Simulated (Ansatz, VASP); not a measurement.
# Two plane-wave programs on Al2Au

Contents of INCAR:

```
SYSTEM = Al2Au
PREC = Accurate ; ENCUT = 520
EDIFF = 1E-6 ; ISMEAR = 0
SIGMA = 0.1 ; LREAL = .FALSE.
LASPH = .TRUE. ; NELM = 60
ALGO = Fast ; ISIF = 2
LWAVE = .FALSE. ; LCHARG = .FALSE.
GGA = PS ; NBANDS = 16
```

The input KPOINTS:

```
regular mesh
0
G
  12 12 12
  0 0 0
```

Contents of POSCAR:

```
Al2Au
1.0
   -0.0273300000      2.9077800000      2.9287500000
    2.9731200000     -0.0926700000      2.9940900000
    2.8804500000      2.8804500000      0.0000000000
Al Au
2 1
Direct
    0.2852056957      0.2352307403      0.2395693891
    0.7147943043      0.7647692597      0.7600058251
    0.0000000000      0.0000000000      0.0004247858
```

Input for Ansatz:

```yaml
crystal:
  lattice:
    - [-0.02733, 2.90778, 2.92875]
    - [2.97312, -0.09267, 2.99409]
    - [2.88045, 2.88045, 0.0]
  atoms:
    - { symbol: Al, position: [0.2852056957, 0.2352307403, 0.2395693891] }
    - { symbol: Al, position: [0.7147943043, 0.7647692597, 0.7600058251] }
    - { symbol: Au, position: [0.0, 0.0, 0.0004247858] }
basis:
  ecutwfc: 420
kpoints:
  mp_grid: { grid: [12, 12, 12] }
hamiltonian:
  xc: pbesol
scf:
  occupations: { method: gaussian, width: 0.1 }
output:
  forces: true
  stress: true
  eigenvalues: true
  populations: true
```

Alike in both runs: task single point; functional PBEsol; k mesh 12 × 12 × 12; occupations gaussian, width 0.1 eV; no spin polarisation.

|  | VASP | Ansatz |
| --- | --- | --- |
| version | VASP 6.6.1 | Ansatz 0.2.0 |
| potentials or method | VASP PAW PBE potentials, release 64 (Al, Au), cutoff 520 eV | scalar-relativistic, plane waves, PAW |
| valence electrons in the cell | 17 | 25 |

VASP gave:

```
gap on the k mesh at the Fermi level (eV)                     : none
pressure (GPa)                                                : 8.8
traceless stress, the component that is largest in VASP (GPa) : 6.15
rms of the force components (eV/Å)                            : 0.616
```

Q: What did Ansatz give for the same quantities?

A: gap on the k mesh at the Fermi level (eV): none; pressure (GPa): 9.0; traceless stress, the component that is largest in VASP (GPa): 6.15; rms of the force components (eV/Å): 0.614.

VASP's potentials were made for PBE, not for PBEsol. Atom by atom the forces differ by 0.002 eV/Å (rms over components). A gap of «none» marks a metal or a gap that the smearing closes. With one functional, cell and mesh, what is left measures potentials, basis and numerics. VASP's potentials hold 17 valence electrons a cell and Ansatz's 25, so a difference there can come from the potentials and not from the codes.

Neither program's run includes spin-orbit coupling.
